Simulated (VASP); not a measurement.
# WC: vibrations by perturbation theory with LDA

The system is WC.

```
CELL_PARAMETERS angstrom
2.88391 0.00000 0.00000
-1.44195 2.49754 0.00000
0.00000 0.00000 2.81168
ATOMIC_POSITIONS crystal
W 0.00000 0.00000 0.00000
C 0.33333 0.66667 0.50000
```

| Item | Value |
| --- | --- |
| Program | VASP 6.6.1 |
| Task | vibrations by perturbation theory |
| Functional | LDA |
| Potentials or basis | VASP PAW LDA potentials, release 64 (W_sv, C) |
| Cutoff | 520 eV |
| k mesh | 15 × 15 × 15 |
| Occupations | gaussian, width 0.1 eV |
| Spin | no spin polarisation |
| Dipole correction | no |
| Further INCAR settings | ALGO = Normal; EDIFF = 1e-08; IBRION = 8; NSW = 1 |

```
Highest phonon frequency at Γ, LO-TO splitting left out : 642 cm⁻¹
```

Phonon frequencies in cm⁻¹ (negative: imaginary):
| q point | frequencies |
| --- | --- |
| (0.000, 0.000, 0.000) | 0 0 0 606 642 642 |

Wall time 7.4 min on 1 thread of Intel Xeon 6975P-C, with other jobs on the host, peak memory 0.59 GiB.

Caveat: the cell wasn't relaxed at this level first, which shifts response properties.
